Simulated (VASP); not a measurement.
Wanted: the native input for a VASP 6.6.1 run.

* Task: single point
* Functional: r2SCAN
* Potentials or basis: VASP PAW PBE potentials, release 64 (Hf_pv, N)
* Cutoff: 520 eV
* k mesh: 9 × 9 × 9
* Occupations: fermi-dirac, width 0.05 eV
* Spin: no spin polarisation
* Dipole correction: no
* Further INCAR settings: ALGO = Normal; EDIFF = 1e-07; NBANDS = 14

Crystal: HfN.

```
Hf N
1.0
     0.00000    2.44553    2.44553
     2.44553    0.00000    2.44553
     2.44553    2.44553    0.00000
Hf N
1 1
Direct
  0.00000 0.00000 0.00000
  0.25000 0.25000 0.25000
```

The input as run:

POSCAR

```
HfN
1.0
    0.0000000000      2.4455290905      2.4455290905
    2.4455290905      0.0000000000      2.4455290905
    2.4455290905      2.4455290905      0.0000000000
Hf N
1 1
Direct
    0.0000000000      0.0000000000      0.0000000000
    0.2500000000      0.2500000000      0.2500000000
```

INCAR.step1

```
PREC = Accurate
ENCUT = 520
ISMEAR = -1
SIGMA = 0.05
LREAL = False
LASPH = True
NELM = 60
NBANDS = 14
GGA = PE
ALGO = Normal
EDIFF = 1E-4
LWAVE = True
LCHARG = False
```

INCAR.step2

```
PREC = Accurate
ENCUT = 520
EDIFF = 1E-7
ISMEAR = -1
SIGMA = 0.05
LREAL = False
LASPH = True
NELM = 60
ALGO = Normal
ISIF = 2
LWAVE = False
LCHARG = False
METAGGA = R2SCAN
LMIXTAU = True
NBANDS = 14
ISTART = 1
```

KPOINTS

```
Automatic mesh
0
Gamma
  9 9 9
```

Potentials or basis: VASP PAW PBE potentials, release 64 (Hf_pv, N).

Command:

```console
$ cat potpaw_PBE.64/Hf_pv/POTCAR potpaw_PBE.64/N/POTCAR > POTCAR
$ cp INCAR.step1 INCAR
$ mpirun -np 1 vasp_std > vasp.out
$ cp INCAR.step2 INCAR
$ mpirun -np 1 vasp_std > vasp.out
```

It gave:

* Pressure: -1.3 GPa

Caveat: the PAW data sets were made with another functional, which shifts forces and pressure a little.

It took 37 s on 1 thread of Intel(R) Xeon(R) 6975P-C (Granite Rapids), with other jobs on the host, peak memory 0.16 GiB.
